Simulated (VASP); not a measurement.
# LiCl (zincblende type) (I-4m2) in VASP: electric field gradients with PBE

Aim: the electric field gradients of LiCl (zincblende type) with PBE.

Everything below comes from runs of VASP 6.6.1. Logs are shortened: lines on timing, memory, paths and dates and some standing lists are left out, and cuts for length are marked.

## 1. The cell of the first run

The structure is tetragonal, space group I-4m2 (No. 119). The conventional cell has a = 3.960 Å, b = 3.960 Å, c = 5.350 Å, α = 90.00°, β = 90.00°, γ = 90.00°. Within 3.2 Å of Li (site symmetry -4m2) lie 4 Cl at 2.39 Å. Within 3.2 Å of Cl (site symmetry -4m2) lie 4 Li at 2.39 Å.

## 2. Electric field gradients, PBE (z stretched by -3 % at fixed volume)

The input, INCAR:

```
PREC = Accurate
ENCUT = 520
EDIFF = 1E-8
ISMEAR = -1
SIGMA = 0.05
LREAL = False
LASPH = True
NELM = 80
ALGO = Normal
ISIF = 2
LWAVE = False
LCHARG = False
GGA = PE
LEFG = True
NBANDS = 12
```

The input, KPOINTS:

```
regular mesh
0
Gamma
  11 11 11
```

The input, POSCAR:

```
LiCl
1.0
    0.0000000000      2.8001544700      2.6750973503
    2.8001544700      0.0000000000      2.6750973503
    2.8001544700      2.8001544700      0.0000000000
Li Cl
1 1
Direct
    0.0000000000      0.0000000000      0.0000000000
    0.2500000000      0.2500000000      0.2500000000
```

Potentials or basis: VASP PAW PBE potentials, release 64 (Li_sv, Cl).

Run with:

```bash
$ cat potpaw_PBE.64/Li_sv/POTCAR potpaw_PBE.64/Cl/POTCAR > POTCAR
$ mpirun -np 1 vasp_std > vasp.out
```

OUTCAR:

```text
PREC = Accurate
   ENCUT = 520
   EDIFF = 1E-8
   ISMEAR = -1
   LREAL = False
   LASPH = True
   NELM = 80
   ISIF = 2
   GGA = PE

 ion  position               nearest neighbor table
   1  0.000  0.000  0.000-   2 2.39   2 2.39   2 2.39   2 2.39
   2  0.250  0.250  0.250-   1 2.39   1 2.39   1 2.39   1 2.39

  LATTYP: Found a body centered tetragonal cell.
 ALAT       =     3.9600164282
 C/A-ratio  =     1.3510536629

  Lattice vectors:

 A1 = (   0.0000000000,  -2.8001544700,  -2.6750973503)
 A2 = (   0.0000000000,   2.8001544700,  -2.6750973503)
 A3 = (   2.8001544700,   0.0000000000,   2.6750973503)

Analysis of symmetry for initial positions (statically):
=====================================================================
 Subroutine PRICEL returns:
 Original cell was already a primitive cell.

 Routine SETGRP: Setting up the symmetry group for a
 body centered tetragonal supercell.

 Subroutine GETGRP returns: Found  8 space group operations
 (whereof  8 operations were pure point group operations)
 out of a pool of 16 trial point group operations.

The static configuration has the point symmetry D_2d.

Analysis of symmetry for dynamics (positions and initial velocities):
=====================================================================
 Subroutine PRICEL returns:
 Original cell was already a primitive cell.

 Routine SETGRP: Setting up the symmetry group for a
 body centered tetragonal supercell.

 Subroutine GETGRP returns: Found  8 space group operations
 (whereof  8 operations were pure point group operations)
 out of a pool of 16 trial point group operations.

The dynamic configuration has the point symmetry D_2d.

 Subroutine INISYM returns: Found  8 space group operations
 (whereof  8 operations are pure point group operations),
 and found     1 'primitive' translations

----------------------------------------------------------------------------------------

                                     Primitive cell

  volume of cell :      41.9502

  direct lattice vectors                    reciprocal lattice vectors
     0.000000000  2.800154470  2.675097350    -0.178561578  0.178561578  0.186909086
     2.800154470  0.000000000  2.675097350     0.178561578 -0.178561578  0.186909086
     2.800154470  2.800154470  0.000000000     0.178561578  0.178561578 -0.186909086

  length of vectors
     3.872597434  3.872597434  3.960016428     0.314171101  0.314171101  0.314171101

  position of ions in fractional coordinates (direct lattice)
     0.000000000  0.000000000  0.000000000
     0.250000000  0.250000000  0.250000000

  ion indices of the primitive-cell ions
   primitive index   ion index
                 1           1
                 2           2

----------------------------------------------------------------------------------------

 KPOINTS: regular mesh

Automatic generation of k-mesh.
 Grid dimensions read from file:
 generate k-points for:   11   11   11

 Generating k-lattice:

  Cartesian coordinates                     Fractional coordinates (reciprocal lattice)
    -0.016232871  0.016232871  0.016991735     0.090909091 -0.000000000  0.000000000
     0.016232871 -0.016232871  0.016991735    -0.000000000  0.090909091  0.000000000
     0.016232871  0.016232871 -0.016991735     0.000000000  0.000000000  0.090909091

  Length of vectors
     0.028561009  0.028561009  0.028561009

  Shift w.r.t. Gamma in fractional coordinates (k-lattice)
     0.000000000  0.000000000  0.000000000

 Subroutine IBZKPT returns following result:
 ===========================================

 Found    126 irreducible k-points:

 Following reciprocal coordinates:
            Coordinates               Weight
  0.000000  0.000000  0.000000      1.000000
  0.090909 -0.000000  0.000000      8.000000
  0.181818  0.000000  0.000000      8.000000
  0.272727 -0.000000  0.000000      8.000000
  0.363636 -0.000000  0.000000      8.000000
  0.454545  0.000000  0.000000      8.000000
[... 16 lines left out ...]
 -0.272727  0.181818  0.000000      8.000000
 -0.181818  0.181818  0.000000      4.000000
 [... further k-points ...]
   k-points           NKPTS =    126   k-points in BZ     NKDIM =    126   number of bands    NBANDS=     12
   number of dos      NEDOS =    301   number of ions     NIONS =      2
   total plane-waves  NPLWV =  27000
   dimension x,y,z NGX =    30 NGY =   30 NGZ =   30
   dimension x,y,z NGXF=    60 NGYF=   60 NGZF=   60
   ions per type =               1   1
   NGX,Y,Z   is equivalent  to a cutoff of  12.88, 12.88, 12.59 a.u.
   NGXF,Y,Z  is equivalent  to a cutoff of  25.76, 25.76, 25.19 a.u.
 SYSTEM =  unknown system
   PREC   = accura    normal or accurate (medium, high low for compatibility)
   ISTART =      0    job   : 0-new  1-cont  2-samecut
   ICHARG =      2    charge: 1-file 2-atom 10-const
   ISPIN  =      1    spin polarized calculation?
   LNONCOLLINEAR =      F non collinear calculations
   LSORBIT =      F    spin-orbit coupling
   LASPH  =      T    aspherical Exc in radial PAW
   ENCUT  =  520.0 eV  38.22 Ry    6.18 a.u.   7.20  7.20  7.36*2*pi/ulx,y,z
   NELM   =     80;   NELMIN=  2; NELMDL= -5     # of ELM steps
   EDIFF  = 0.1E-07   stopping-criterion for ELM
   LREAL  =      F    real-space projection
   EDIFFG = 0.1E-06   stopping-criterion for IOM
   NSW    =      0    number of steps for IOM
   IBRION =     -1    ionic relax: 0-MD 1-quasi-New 2-CG
   NFREE  =      0    steps in history (QN), initial steepest desc. (CG)
   ISIF   =      2    stress and relaxation
   ISYM   =      2    0-nonsym 1-usesym 2-fastsym
   POTIM  = 0.5000    time-step for ionic-motion
   TEBEG  =    0.0;   TEEND  =   0.0 temperature during run
   PSTRESS=    0.0 pullay stress
   NELECT =      10.0000    total number of electrons
   NUPDOWN=      -1.0000    fix difference up-down
   EMIN   =  10.00;   EMAX   =-10.00  energy-range for DOS
   EFERMI =   0.00;   METHOD = LEGACY
   ISMEAR =    -1;   SIGMA  =   0.05  broadening in eV -4-tet -1-fermi 0-gaus
   EFERMI_NEDOS =   21; number of points for ismear=-14 and -15
   IALGO  =     38    algorithm
   IMIX   =      4    mixing-type and parameters
     AMIX     =   0.40;   BMIX     =  1.00
     AMIX_MAG =   1.60;   BMIX_MAG =  1.00
  volume/ion in A,a.u.               =      20.98       141.55
  Fermi-wavevector in a.u.,A,eV,Ry     =   1.015072  1.918209 14.019059  1.030372
  Thomas-Fermi vector in A             =   2.148337
   LORBIT       =      0    0 simple, 1 ext, 2 COOP (PROOUT), +10 PAW based schemes
   GGA     = PE    functional components
   LHFCALC =     F    Hartree Fock is set to
   AEXX    =    0.0000 exact exchange contribution
   IVDW    =     0    specifies the selected vdW correction
   LEPSILON=     F    determine dielectric tensor
   LRPA    =     F    only Hartree local field effects (RPA)
 non-spin polarized calculation
  energy-cutoff  :      520.00
  volume of cell :       41.95
 maximum number of plane-waves:      1153
 NGX is ok and might be reduce to    30
   NGX = 15   NGY = 15   NGZ = 15

 number of electron      10.0000009 magnetization

 Free energy of the ion-electron system (eV)
  ---------------------------------------------------
  ext. energy  EPLUGINS =         0.00000000
  ---------------------------------------------------
  free energy    TOTEN  =        -7.42599508 eV

  energy without entropy =       -7.42599508  energy(sigma->0) =       -7.42599508

 E-fermi :  -0.2410     XC(G=0):  -7.6215

 val. band max:       -1.2424758186   @ k =   0.0000   0.0000   0.0000
 cond. band min:       4.6658199294   @ k =   0.0000   0.0000   0.0000
 fundamental gap:      5.9082957480
 Fermi energy:        -0.2410358713

 k-point     1 :       0.0000    0.0000    0.0000
  band No.  band energies     occupation
      1     -44.2022      2.00000
      2     -13.9671      2.00000
      3      -1.3158      2.00000
      4      -1.3158      2.00000
      5      -1.2425      2.00000
      6       4.6658      0.00000
      7       8.8421      0.00000
      8       8.8421      0.00000
      9       8.9008      0.00000
     10      12.8053      0.00000
     11      13.4760      0.00000
     12      15.9335      0.00000
[... 331 lines left out ...]
 k-point    24 :      -0.1818    0.1818    0.0000
  band No.  band energies     occupation
      1     -44.2012      2.00000
      2     -13.7926      2.00000
      3      -2.4120      2.00000
      4      -1.7608      2.00000
      5      -1.4878      2.00000
      6       6.3793      0.00000
      7       8.7471      0.00000
      8       9.4687      0.00000
      9       9.4947      0.00000
     10      11.3390      0.00000
     11      13.4670      0.00000
     12      15.9875      0.00000

 [... further k-points ...]
[... 5 lines left out ...]
  --------------------------------------------------------------------------------------
  -------------------------------------------------------------------------------------
  Total       -0.0600845     -0.0600845      0.0408231      0.0000000     -0.0000000      0.0000000
  in kB       -2.2947704     -2.2947704      1.5591340      0.0000000     -0.0000000      0.0000000
  external PRESSURE =      -1.0101356 kB  Pullay stress =       0.0000000 kB

 VOLUME and BASIS-vectors are now :
 -----------------------------------------------------------------------------
  energy-cutoff  :      520.00
  volume of cell :       41.95
      direct lattice vectors                 reciprocal lattice vectors
     0.000000000  2.800154470  2.675097350    -0.178561578  0.178561578  0.186909086
     2.800154470  0.000000000  2.675097350     0.178561578 -0.178561578  0.186909086
     2.800154470  2.800154470  0.000000000     0.178561578  0.178561578 -0.186909086

 POSITION                                       TOTAL-FORCE (eV/Angst)
 -----------------------------------------------------------------------------------
      0.00000      0.00000      0.00000        -0.000000     -0.000000     -0.000000
      1.40008      1.40008      1.33755         0.000000      0.000000      0.000000
 -----------------------------------------------------------------------------------
    total drift:                               -0.000000     -0.000000      0.000000

  FREE ENERGIE OF THE ION-ELECTRON SYSTEM (eV)
  ---------------------------------------------------
  free  energy   TOTEN  =        -7.4259950756 eV

  energy  without entropy=       -7.4259950755  energy(sigma->0) =       -7.42599508

 Electric field gradients (V/A^2)
---------------------------------------------------------------------
 ion       V_xx      V_yy      V_zz      V_xy      V_xz      V_yz
---------------------------------------------------------------------
   1      -0.054    -0.054     0.109     0.001     0.003     0.003
   2       1.943     1.943    -3.885    -0.000    -0.001    -0.001
---------------------------------------------------------------------

 Electric field gradients after diagonalization (V/A^2)
 (convention: |V_zz| > |V_xx| > |V_yy|)
----------------------------------------------------------------------
 ion       V_xx      V_yy      V_zz     asymmetry (V_yy - V_xx)/ V_zz
----------------------------------------------------------------------
   1      -0.056    -0.053     0.109       0.027
   2       1.943     1.943    -3.885       0.000
----------------------------------------------------------------------

           NMR quadrupolar parameters

 Cq : quadrupolar parameter    Cq=e*Q*V_zz/h
 eta: asymmetry parameters     (V_yy - V_xx)/ V_zz
 Q  : nuclear electric quadrupole moment in mb (millibarn)
----------------------------------------------------------------------
 ion       Cq(MHz)       eta       Q (mb)
----------------------------------------------------------------------
   1       0.000       0.027       1.000
   2      -0.009       0.000       1.000
----------------------------------------------------------------------
```

Wall time 54 s (1 thread of Intel Xeon Platinum 8375C at 2.90GHz (Ice Lake), shared host); peak memory 0.19 GiB.

Results:

| Quantity | Value |
| --- | --- |
| Free energy | -7.4260 eV |
| Band gap on the k mesh | 5.91 eV, direct |

Electric field gradients, principal values (V/Å²):
| atom | least | middle | greatest (by size) |
| --- | --- | --- | --- |
| 1 Li | -0.053 | -0.056 | 0.109 |
| 2 Cl | 1.943 | 1.943 | -3.885 |

Caveat: the cutoff is under 1.25 times the usual one of these potentials, so pressure, stress and relaxed cells hold a basis-set (Pulay) error; without QUAD_EFG the Cq values of the log hold for a quadrupole moment of 1 mb, not for the nuclei.
